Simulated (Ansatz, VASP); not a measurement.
## HgS6 in VASP and in Ansatz

```
Hg S
1.0
     6.28480    0.00000    0.00000
     0.00000    6.28480    0.00000
     0.00000    0.00000    6.28480
Hg S
1 6
Direct
  0.00000 0.00000 0.00000
  0.84692 0.50000 0.50000
  0.15308 0.50000 0.50000
  0.50000 0.50000 0.84692
  0.50000 0.50000 0.15308
  0.50000 0.15308 0.50000
  0.50000 0.84692 0.50000
```

Change from the starting cell: species swapped into the YB6 type (Pm-3m, No. 221).

Alike in both runs: functional PBE; k mesh 6 × 6 × 6; occupations gaussian, width 0.1 eV; no spin polarisation.

Ansatz relaxed the structure, and its values are those at the end. VASP's run is a single point on that final structure, the one shown.

|  | VASP | Ansatz |
| --- | --- | --- |
| version | VASP 6.6.1 | Ansatz 0.2.0 |
| potentials or method | VASP PAW PBE potentials, release 64 (Hg_sv_GW, S), cutoff 500 eV | scalar-relativistic, plane waves, PAW |
| valence electrons in the cell | 56 | 56 |

```tsv
	VASP	Ansatz	Ansatz less VASP
gap on the k mesh at the Fermi level (eV)	none	none	-
pressure (GPa)	-0.5	0.0	+0.41
rms of the force components (eV/Å)	0.123	0.003	-0.1197
```

A gap of «none» marks a metal or a gap that the smearing closes. One of these differences is far larger than is usual between the two programs; its cause wasn't traced. With one functional, cell and mesh, what is left measures potentials, basis and numerics.

Spin-orbit coupling is off throughout.
